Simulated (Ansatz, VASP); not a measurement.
**Zn in VASP and in Ansatz**

```
Zn
1.0
     0.00000    1.96480    1.96480
     1.96480    0.00000    1.96480
     1.96480    1.96480    0.00000
Zn
1
Cartesian
  0.0000 0.0000 0.0000
```

Alike in both runs: functional PBE; k mesh 17 × 17 × 17; occupations fermi-dirac, width 0.1 eV; no spin polarisation.

Ansatz relaxed the structure, and its values are those at the end. VASP's run is a single point on that final structure, the one shown.

```csv
,VASP,Ansatz
version,VASP 6.6.1,Ansatz 0.2.0
potentials or method,"VASP PAW PBE potentials, release 64 (Zn)","PAW with Ansatz's default frozen-core files, scalar-relativistic"
plane-wave cutoff (eV),500,420
valence electrons in the cell,12,12
```

|  | VASP | Ansatz | Ansatz less VASP |
| --- | --- | --- | --- |
| pressure (GPa) | 0.4 | 0.0 | -0.39 |

With one functional, cell and mesh, what is left measures potentials, basis and numerics.
